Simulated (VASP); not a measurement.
Wanted: the native input for a VASP 6.6.1 run.

```yaml
Task: single point
Functional: PBEsol
Potentials_or_basis: VASP PAW PBE potentials, release 64 (W_sv, S)
Cutoff: 520 eV
k_mesh: 12 × 12 × 2
Occupations: gaussian, width 0.02 eV
Spin: no spin polarisation
Hubbard_terms: W d U = 3.0 eV
Dipole_correction: no
Further_INCAR_settings: ALGO = Normal; EDIFF = 1e-06; NBANDS = 20
```

The structure of WS2 lies in POSCAR:

```
WS2
1.0
    3.1457762274      0.0000000000      0.0000000000
   -1.5728881137      2.7243221276      0.0000000000
    0.0000000000      0.0000000000     16.1905171140
W S
1 2
Direct
    0.3333333333      0.6666666667      0.0000000000
    0.6666666667      0.3333333333      0.9032311916
    0.6666666667      0.3333333333      0.0967688084
```

The input as run:

INCAR

```
PREC = Accurate
ENCUT = 520
EDIFF = 1E-6
ISMEAR = 0
SIGMA = 0.02
LREAL = False
LASPH = True
NELM = 150
ALGO = Normal
ISIF = 2
LWAVE = False
LCHARG = True
LMAXMIX = 4
LDAU = True
LDAUTYPE = 2
LDAUL = 2 -1
LDAUU = 3 0
LDAUJ = 0 0
LDAUPRINT = 1
GGA = PS
LELF = True
LVHAR = True
NBANDS = 20
```

KPOINTS

```
Automatic mesh
0
Gamma
  12 12 2
```

Potentials or basis: VASP PAW PBE potentials, release 64 (W_sv, S).

The run is started by

```sh
$ cat potpaw_PBE.64/W_sv/POTCAR potpaw_PBE.64/S/POTCAR > POTCAR
$ mpirun -np 1 vasp_std > vasp.out
```

It gave:

```json
{
 "Largest force": "0.309 eV/Å",
 "Band gap on the k mesh": "1.89 eV, direct"
}
```

Caveat: the PAW data sets were made with another functional, which shifts forces and pressure a little; spin-orbit coupling is left out, which moves the levels of the heavy elements.

It took 2.9 min on 1 thread of Intel(R) Xeon(R) Platinum 8259CL CPU @ 2.50GHz (Skylake/Cascade Lake) (shared host), peak memory 0.29 GiB.
